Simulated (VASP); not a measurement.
# Ga (C2/c) in VASP: a series of runs

Ga is run at these levels: PBEsol; tasks: single point, relaxation of shape and atoms at fixed volume.

Program: VASP 6.6.1. These are calculated values, not measurements. Logs are shortened: lines on timing, memory, paths and dates and some standing lists are left out, and cuts for length are marked.

### Step 1. The cell of the first run

The structure is monoclinic, space group C2/c (No. 15). The conventional cell has a = 2.741 Å, b = 7.926 Å, c = 3.307 Å, α = 90.00°, β = 94.09°, γ = 90.00°. Within 3.5 Å of Ga (site symmetry 2) lie 10 Ga at 2.69 to 3.31 Å.

### Step 2. Single point, PBEsol

INCAR

```
PREC     = Accurate       # precision mode
ENCUT    = 520            # plane-wave cutoff, eV
EDIFF    = 1E-6           # SCF threshold, eV
ISMEAR   = 0              # smearing method
SIGMA    = 0.1            # smearing width, eV
LREAL    = F              # projectors in reciprocal space
LASPH    = T              # aspherical terms in the spheres
NELM     = 100            # most SCF steps
ALGO     = Fast           # electronic algorithm
ISIF     = 2              # what is computed and relaxed
LWAVE    = F              # write WAVECAR
LCHARG   = F              # write CHGCAR
GGA      = PS             # functional
NBANDS   = 20             # bands
```

KPOINTS

```
Automatic mesh
0
Gamma
  16 16 12
```

POSCAR

```
Ga
1.0
    1.3703101538     -3.9630705537     -0.0248640236
    1.3703101538      3.9630705537     -0.0248640236
   -0.1762388907      0.0000000000      3.3021216991
Ga
2
Direct
    0.8662412809      0.1337587191      0.2500000000
    0.1337587191      0.8662412809      0.7500000000
```

Potentials or basis: VASP PAW PBE potentials, release 64 (Ga_d).

Command:

```console
> cat potpaw_PBE.64/Ga_d/POTCAR > POTCAR
> mpirun -np 1 vasp_std > vasp.out
```

OUTCAR:

```text
PREC = Accurate
   ENCUT = 520
   EDIFF = 1E-6
   ISMEAR = 0
   LREAL = F
   LASPH = T
   NELM = 100
   ISIF = 2
   GGA = PS

 ion  position               nearest neighbor table
   1  0.866  0.134  0.250-   2 2.69   2 2.69   2 2.77   2 2.77   2 2.89   2 2.89
   2  0.134  0.866  0.750-   1 2.69   1 2.69   1 2.77   1 2.77   1 2.89   1 2.89

  LATTYP: Found a base centered monoclinic cell.
 ALAT       =     2.7410714236
 B/A-ratio  =     2.8916215168
 C/A-ratio  =     1.2063973909
 COS(beta)  =    -0.0714028311

  Lattice vectors:

 A1 = (   1.3703101538,  -3.9630705537,  -0.0248640236)
 A2 = (   1.3703101538,   3.9630705537,  -0.0248640236)
 A3 = (  -0.1762388907,   0.0000000000,   3.3021216991)

Analysis of symmetry for initial positions (statically):
=====================================================================
 Subroutine PRICEL returns:
 Original cell was already a primitive cell.

 Routine SETGRP: Setting up the symmetry group for a
 base centered monoclinic supercell.

 Subroutine GETGRP returns: Found  4 space group operations
 (whereof  2 operations were pure point group operations)
 out of a pool of  4 trial point group operations.

The static configuration has the point symmetry S_2 .
 The point group associated with its full space group is C_2h.

Analysis of symmetry for dynamics (positions and initial velocities):
=====================================================================
 Subroutine PRICEL returns:
 Original cell was already a primitive cell.

 Routine SETGRP: Setting up the symmetry group for a
 base centered monoclinic supercell.

 Subroutine GETGRP returns: Found  4 space group operations
 (whereof  2 operations were pure point group operations)
 out of a pool of  4 trial point group operations.

The dynamic configuration has the point symmetry S_2 .
 The point group associated with its full space group is C_2h.

 Subroutine INISYM returns: Found  4 space group operations
 (whereof  2 operations are pure point group operations),
 and found     1 'primitive' translations

----------------------------------------------------------------------------------------

                                     Primitive cell

  volume of cell :      35.8305

  direct lattice vectors                    reciprocal lattice vectors
     1.370310154 -3.963070554 -0.024864024     0.365234597 -0.126164799  0.019493085
     1.370310154  3.963070554 -0.024864024     0.365234597  0.126164799  0.019493085
    -0.176238891  0.000000000  3.302121699     0.005500222  0.000000000  0.303129153

  length of vectors
     4.193363370  4.193363370  3.306821414     0.386902892  0.386902892  0.303179049

  position of ions in fractional coordinates (direct lattice)
     0.866241281  0.133758719  0.250000000
     0.133758719  0.866241281  0.750000000

  ion indices of the primitive-cell ions
   primitive index   ion index
                 1           1
                 2           2

----------------------------------------------------------------------------------------

 KPOINTS: Automatic mesh

Automatic generation of k-mesh.
 Grid dimensions read from file:
 generate k-points for:   16   16   12

 Generating k-lattice:

  Cartesian coordinates                     Fractional coordinates (reciprocal lattice)
     0.022827162 -0.007885300  0.001218318     0.062500000 -0.000000000  0.000000000
     0.022827162  0.007885300  0.001218318    -0.000000000  0.062500000  0.000000000
     0.000458352  0.000000000  0.025260763     0.000000000  0.000000000  0.083333333

  Length of vectors
     0.024181431  0.024181431  0.025264921

  Shift w.r.t. Gamma in fractional coordinates (k-lattice)
     0.000000000  0.000000000  0.000000000

 Subroutine IBZKPT returns following result:
 ===========================================

 Found    826 irreducible k-points:

 Following reciprocal coordinates:
            Coordinates               Weight
  0.000000  0.000000  0.000000      1.000000
  0.062500  0.000000 -0.000000      4.000000
  0.125000  0.000000 -0.000000      4.000000
  0.187500  0.000000 -0.000000      4.000000
  0.250000  0.000000 -0.000000      4.000000
  0.312500  0.000000 -0.000000      4.000000
[... 16 lines left out ...]
 -0.125000  0.062500  0.000000      4.000000
 -0.062500  0.062500  0.000000      2.000000
 [... further k-points ...]
   k-points           NKPTS =    826   k-points in BZ     NKDIM =    826   number of bands    NBANDS=     20
   number of dos      NEDOS =    301   number of ions     NIONS =      2
   total plane-waves  NPLWV =  28672
   dimension x,y,z NGX =    32 NGY =   32 NGZ =   28
   dimension x,y,z NGXF=    64 NGYF=   64 NGZF=   56
   ions per type =               2
   NGX,Y,Z   is equivalent  to a cutoff of  12.69, 12.69, 14.08 a.u.
   NGXF,Y,Z  is equivalent  to a cutoff of  25.37, 25.37, 28.15 a.u.
 SYSTEM =  unknown system
   PREC   = accura    normal or accurate (medium, high low for compatibility)
   ISTART =      0    job   : 0-new  1-cont  2-samecut
   ICHARG =      2    charge: 1-file 2-atom 10-const
   ISPIN  =      1    spin polarized calculation?
   LNONCOLLINEAR =      F non collinear calculations
   LSORBIT =      F    spin-orbit coupling
   LASPH  =      T    aspherical Exc in radial PAW
   ENCUT  =  520.0 eV  38.22 Ry    6.18 a.u.   7.80  7.80  6.15*2*pi/ulx,y,z
   NELM   =    100;   NELMIN=  2; NELMDL= -5     # of ELM steps
   EDIFF  = 0.1E-05   stopping-criterion for ELM
   LREAL  =      F    real-space projection
   EDIFFG = 0.1E-04   stopping-criterion for IOM
   NSW    =      0    number of steps for IOM
   IBRION =     -1    ionic relax: 0-MD 1-quasi-New 2-CG
   NFREE  =      0    steps in history (QN), initial steepest desc. (CG)
   ISIF   =      2    stress and relaxation
   ISYM   =      2    0-nonsym 1-usesym 2-fastsym
   POTIM  = 0.5000    time-step for ionic-motion
   TEBEG  =    0.0;   TEEND  =   0.0 temperature during run
   PSTRESS=    0.0 pullay stress
   NELECT =      26.0000    total number of electrons
   NUPDOWN=      -1.0000    fix difference up-down
   EMIN   =  10.00;   EMAX   =-10.00  energy-range for DOS
   EFERMI =   0.00;   METHOD = LEGACY
   ISMEAR =     0;   SIGMA  =   0.10  broadening in eV -4-tet -1-fermi 0-gaus
   EFERMI_NEDOS =   21; number of points for ismear=-14 and -15
   IALGO  =     68    algorithm
   IMIX   =      4    mixing-type and parameters
     AMIX     =   0.40;   BMIX     =  1.00
     AMIX_MAG =   1.60;   BMIX_MAG =  1.00
  volume/ion in A,a.u.               =      17.92       120.90
  Fermi-wavevector in a.u.,A,eV,Ry     =   1.471121  2.780015 29.445674  2.164196
  Thomas-Fermi vector in A             =   2.586295
   LORBIT       =      0    0 simple, 1 ext, 2 COOP (PROOUT), +10 PAW based schemes
   GGA     = PS    functional components
   LHFCALC =     F    Hartree Fock is set to
   AEXX    =    0.0000 exact exchange contribution
   IVDW    =     0    specifies the selected vdW correction
   LEPSILON=     F    determine dielectric tensor
   LRPA    =     F    only Hartree local field effects (RPA)
 non-spin polarized calculation
 RMM-DIIS sequential band-by-band and
 Gauss-broadening in eV      SIGMA  =   0.10
  energy-cutoff  :      520.00
  volume of cell :       35.83
 maximum number of plane-waves:       981
   NGX = 15   NGY = 15   NGZ = 13

 number of electron      25.9999997 magnetization

 Free energy of the ion-electron system (eV)
  ---------------------------------------------------
  ext. energy  EPLUGINS =         0.00000000
  ---------------------------------------------------
  free energy    TOTEN  =        -6.68687962 eV

  energy without entropy =       -6.68397612  energy(sigma->0) =       -6.68542787

 E-fermi :   5.8645     XC(G=0): -11.3713

 val. band max:        5.8618407361   @ k =  -0.0625  -0.3750   0.4167
 cond. band min:       5.8708702778   @ k =  -0.3125  -0.3125   0.3333
 fundamental gap:      0.0090295417
 Fermi energy:         5.8645344135

 k-point     1 :       0.0000    0.0000    0.0000
  band No.  band energies     occupation
      1      -9.3228      2.00000
      2      -9.3224      2.00000
      3      -9.2635      2.00000
      4      -9.2629      2.00000
      5      -8.9671      2.00000
      6      -8.9645      2.00000
[... 12 lines left out ...]
     19      16.8801      0.00000
     20      19.2475      0.00000

 k-point     2 :       0.0625    0.0000   -0.0000
  band No.  band energies     occupation
      1      -9.3196      2.00000
      2      -9.3144      2.00000
      3      -9.2606      2.00000
      4      -9.2408      2.00000
      5      -8.9748      2.00000
      6      -8.9706      2.00000
[... 12 lines left out ...]
     19      17.1293      0.00000
     20      19.8409      0.00000

 k-point     3 :       0.1250    0.0000   -0.0000
  band No.  band energies     occupation
      1      -9.3101      2.00000
      2      -9.2948      2.00000
      3      -9.2367      2.00000
      4      -9.1928      2.00000
      5      -8.9973      2.00000
      6      -8.9886      2.00000
[... 12 lines left out ...]
     19      17.2625      0.00000
     20      20.3401      0.00000

 k-point     4 :       0.1875    0.0000   -0.0000
  band No.  band energies     occupation
      1      -9.2963      2.00000
      2      -9.2704      2.00000
      3      -9.1980      2.00000
      4      -9.1302      2.00000
      5      -9.0309      2.00000
      6      -9.0130      2.00000
[... 12 lines left out ...]
     19      17.4033      0.00000
     20      20.9689      0.00000

 k-point     5 :       0.2500    0.0000   -0.0000
  band No.  band energies     occupation
      1      -9.2813      2.00000
      2      -9.2456      2.00000
      3      -9.1598      2.00000
      4      -9.1032      2.00000
      5      -9.0702      2.00000
      6      -8.9974      2.00000
[... 12 lines left out ...]
     19      17.5634      0.00000
     20      20.2414      0.00000
[... 353 lines left out ...]
      6      -9.0273      2.00000
[... 12 lines left out ...]
     19      16.8204      0.00000
     20      21.3207      0.00000

 k-point    22 :      -0.1875    0.0625    0.0000
  band No.  band energies     occupation
      1      -9.2976      2.00000
      2      -9.2907      2.00000
      3      -9.2508      2.00000
      4      -9.1703      2.00000
      5      -9.0083      2.00000
      6      -9.0036      2.00000
[... 12 lines left out ...]
     19      16.7768      0.00000
     20      21.2819      0.00000

 k-point    23 :      -0.1250    0.0625    0.0000
  band No.  band energies     occupation
      1      -9.3162      2.00000
      2      -9.3101      2.00000
      3      -9.2726      2.00000
      4      -9.2189      2.00000
      5      -8.9843      2.00000
      6      -8.9801      2.00000
[... 12 lines left out ...]
     19      16.8411      0.00000
     20      19.7658      0.00000

 k-point    24 :      -0.0625    0.0625    0.0000
  band No.  band energies     occupation
      1      -9.3238      2.00000
      2      -9.3182      2.00000
      3      -9.2779      2.00000
      4      -9.2428      2.00000
      5      -8.9720      2.00000
      6      -8.9700      2.00000
[... 12 lines left out ...]
     19      16.9623      0.00000
     20      18.6763      0.00000

 [... further k-points ...]

------------------------ aborting loop because EDIFF is reached ----------------------------------------

  FORCE on cell =-STRESS in cart. coord.  units (eV):
  Direction    XX          YY          ZZ          XY          YZ          ZX
  --------------------------------------------------------------------------------------
  -------------------------------------------------------------------------------------
  Total        0.0292249      0.0255550      0.0250549      0.0000000      0.0000000     -0.0003142
  in kB        1.3068048      1.1427015      1.1203415      0.0000000      0.0000000     -0.0140499
  external PRESSURE =       1.1899493 kB  Pullay stress =       0.0000000 kB

 VOLUME and BASIS-vectors are now :
 -----------------------------------------------------------------------------
  energy-cutoff  :      520.00
  volume of cell :       35.83
      direct lattice vectors                 reciprocal lattice vectors
     1.370310154 -3.963070554 -0.024864024     0.365234597 -0.126164799  0.019493085
     1.370310154  3.963070554 -0.024864024     0.365234597  0.126164799  0.019493085
    -0.176238891  0.000000000  3.302121699     0.005500222  0.000000000  0.303129153

 POSITION                                       TOTAL-FORCE (eV/Angst)
 -----------------------------------------------------------------------------------
      1.32625     -2.90288      0.80067        -0.000000     -0.000284     -0.000000
      1.23813      2.90288      2.45173         0.000000      0.000284      0.000000
 -----------------------------------------------------------------------------------
    total drift:                               -0.000000     -0.000000      0.000000

  FREE ENERGIE OF THE ION-ELECTRON SYSTEM (eV)
  ---------------------------------------------------
  free  energy   TOTEN  =        -6.6868796193 eV

  energy  without entropy=       -6.6839761245  energy(sigma->0) =       -6.68542787
```

Run time: 5.3 min. Hardware: 1 thread of Intel Xeon 6975P-C (Granite Rapids), shared host; peak memory 0.54 GiB.

What came out:

* Free energy: -6.6869 eV
* Pressure: 0.1 GPa
* Band gap on the k mesh: zero (bands 13 and 14 overlap by 8.60 eV)

Caveat: the PAW data sets were made with another functional, which shifts forces and pressure a little.

(Part 1 of 3 ends here.)
